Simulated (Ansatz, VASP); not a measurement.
# One calculation of Fe, two programs

The input INCAR:

```
PREC     = Accurate       # precision mode
ENCUT    = 600            # plane-wave cutoff, eV
EDIFF    = 1E-6           # SCF threshold, eV
ISMEAR   = 1              # smearing method
SIGMA    = 0.6            # smearing width, eV
LREAL    = F              # projectors in reciprocal space
LASPH    = T              # aspherical terms in the spheres
NELM     = 120            # most SCF steps
ALGO     = Normal         # electronic algorithm
ISIF     = 2              # what is computed and relaxed
LWAVE    = F              # write WAVECAR
LCHARG   = F              # write CHGCAR
GGA      = PE             # functional
NBANDS   = 10             # bands
GGA_COMPAT= F
```

File KPOINTS:

```
Automatic mesh
0
Gamma
  16 16 16
```

The input POSCAR:

```
Fe
1.0
   -1.3807996972      1.3807996972      1.3807996972
    1.3807996972     -1.3807996972      1.3807996972
    1.3807996972      1.3807996972     -1.3807996972
Fe
1
Direct
    0.0000000000      0.0000000000      0.0000000000
```

Input for Ansatz:

```yaml
crystal:
  lattice:
    - [-1.3807996972, 1.3807996972, 1.3807996972]
    - [1.3807996972, -1.3807996972, 1.3807996972]
    - [1.3807996972, 1.3807996972, -1.3807996972]
  atoms:
    - { symbol: Fe, position: [0.0, 0.0, 0.0] }
hamiltonian:
  xc: pbe
  pseudopotentials:
    kind: paw
    azcp:
      Fe: "pseudopotentials/Fe.paw.azcp"
basis:
  ecutwfc: 420
  fft_grid_basis: typed
kpoints:
  mp_grid: { grid: [16, 16, 16], shift: [0, 0, 0] }
magnetization:
  spin_polarized: false
scf:
  occupations: { method: cold, width: 0.6 }
  lower_state_search: "off"
output:
  stress: true
```

Alike in both runs: task single point; functional PBE; k mesh 16 × 16 × 16; no spin polarisation.

```csv
,VASP,Ansatz
version,VASP 6.6.1,Ansatz 0.2.0
potentials or method,"VASP PAW PBE potentials, release 64 (Fe), cutoff 600 eV","plane waves (420 eV) with PAW, scalar-relativistic"
occupations,"methfessel-paxton of order 1, width 0.6 eV","cold, width 0.6 eV"
valence electrons in the cell,8,16
```

```tsv
	VASP	Ansatz	Ansatz less VASP
pressure (GPa)	-0.2	1.1	+1.31
```

VASP's potentials hold 8 valence electrons a cell and Ansatz's 16, so a difference there can come from the potentials and not from the codes.
